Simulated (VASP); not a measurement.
The system is Al.

```
CELL_PARAMETERS angstrom
0.00000 2.02481 2.02481
2.02481 0.00000 2.02481
2.02481 2.02481 0.00000
ATOMIC_POSITIONS crystal
Al 0.00000 0.00000 0.00000
```

* Program: VASP 6.6.1
* Task: relaxation of cell and atoms
* Functional: PBE
* Dispersion: D3(BJ)
* Potentials or basis: VASP PAW PBE potentials, release 64 (Al)
* Cutoff: 600 eV
* k mesh: 10 × 10 × 10
* Occupations: fermi-dirac, width 0.02 eV
* Spin: no spin polarisation

At the start: pressure -4.1 GPa; volume 16.60 Å³/atom.

Problem. Where does the relaxation end?

Solution. Over 3 steps the energy falls by 12.6 meV/atom and the volume is 15.67 Å³/atom (-5.6 %); space group Fm-3m (No. 225, to 0.05 Å).

The path:
| step | energy change (eV) | largest force (eV/Å) | pressure (GPa) | volume (Å³) |
| --- | --- | --- | --- | --- |
| 1 | 0.0000 | 0.0000 | -4.09 | 16.60 |
| 2 | -0.0125 | 0.0000 | 0.38 | 15.60 |
| 3 | -0.0126 | 0.0000 | -0.01 | 15.67 |

Final structure:
```
CELL_PARAMETERS angstrom
0.00000 1.98635 1.98635
1.98635 0.00000 1.98635
1.98635 1.98635 0.00000
ATOMIC_POSITIONS crystal
Al 0.00000 0.00000 0.00000
```

Caveat: pairwise dispersion overbinds metals, which lowers pressure and volume.
